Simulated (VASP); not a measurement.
Here is a VASP 6.6.1 calculation.

The input INCAR:

```
SYSTEM = TaC
ALGO = Normal
EDIFF = 1E-6
ENCUT = 600
GGA = PS
GGA_COMPAT = .FALSE.
ISIF = 2
ISMEAR = -1
IVDW = 12
LASPH = .TRUE.
LCHARG = .TRUE.
LELF = .TRUE.
LREAL = .FALSE.
LVHAR = .TRUE.
LWAVE = .FALSE.
NBANDS = 14
NELM = 120
PREC = Accurate
SIGMA = 0.1
```

Contents of KPOINTS:

```
k-points
0
G
  3 3 3
  0 0 0
```

The input POSCAR:

```
TaC
1.0
    0.0000000000      2.2230000000      2.2230000000
    2.2230000000      0.0000000000      2.2230000000
    2.2230000000      2.2230000000      0.0000000000
Ta C
1 1
Direct
    0.0000000000      0.0000000000      0.0000000000
    0.5000000000      0.5000000000      0.5000000000
```

Potentials or basis: VASP PAW PBE potentials, release 64 (Ta_pv, C).

Launch:

```sh
$ cat potpaw_PBE.64/Ta_pv/POTCAR potpaw_PBE.64/C/POTCAR > POTCAR
$ mpirun -np 1 vasp_std > vasp.out
```

Problem. What does it give for the dispersion energy per atom?

Solution. -0.461 eV.

Problem. Estimate the pressure.

Solution. -2.9 GPa.

Caveat: the k points lie up to 0.82 Å⁻¹ apart; the PAW data sets were made with another functional, which shifts forces and pressure a little; pairwise dispersion overbinds metals, which lowers pressure and volume.
